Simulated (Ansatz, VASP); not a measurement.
**GaP: VASP beside Ansatz**

The input INCAR:

```
  PREC = Accurate
  ENCUT = 520
  EDIFF = 1E-6
  ISMEAR = 0
  SIGMA = 0.05
  LREAL = F
  LASPH = T
  NELM = 100
  ALGO = Normal
  ISIF = 2
  LWAVE = F
  LCHARG = F
  GGA = PE
  NBANDS = 16
```

KPOINTS

```
regular mesh
0
Gamma
  10 10 10
```

The input POSCAR:

```
GaP
1.0
    0.0000000000      2.9024894297      2.7514356144
    2.7514356144      0.0000000000      2.7514356144
    2.7514356144      2.9024894297      0.0000000000
Ga P
1 1
Direct
    0.0000000000      0.0000000000      0.0000000000
    0.7500000000      0.7500000000      0.7500000000
```

Input for Ansatz:

```yaml
crystal:
  lattice:
    - [0.0, 2.9024894297, 2.7514356144]
    - [2.7514356144, 0.0, 2.7514356144]
    - [2.7514356144, 2.9024894297, 0.0]
  atoms:
    - { symbol: Ga, position: [0.0, 0.0, 0.0] }
    - { symbol: P, position: [0.75, 0.75, 0.75] }
basis:
  ecutwfc: 420
kpoints:
  mp_grid: { grid: [10, 10, 10] }
hamiltonian:
  xc: pbe
  pseudopotentials: { kind: paw, azcp: { folder: soft_1 } }
scf:
  occupations: { method: gaussian, width: 0.05 }
output:
  forces: true
  stress: true
  eigenvalues: true
```

Alike in both runs: task single point; functional PBE; k mesh 10 × 10 × 10; occupations gaussian, width 0.05 eV; no spin polarisation.

|  | VASP | Ansatz |
| --- | --- | --- |
| version | VASP 6.6.1 | Ansatz 0.2.0 |
| potentials or method | VASP PAW PBE potentials, release 64 (Ga_d, P), cutoff 520 eV | scalar-relativistic, plane waves, PAW |
| valence electrons in the cell | 18 | 18 |

Ansatz gave:

- gap on the k mesh at the Fermi level (eV): 1.04
- least direct gap on the mesh (eV): 1.04
- pressure (GPa): -3.5
- traceless stress, the component that is largest in VASP (GPa): -2.76

Question: What did VASP give for the same quantities?

Answer: gap on the k mesh at the Fermi level (eV): 1.03; least direct gap on the mesh (eV): 1.03; pressure (GPa): -3.6; traceless stress, the component that is largest in VASP (GPa): -2.76.

With one functional, cell and mesh, what is left measures potentials, basis and numerics.
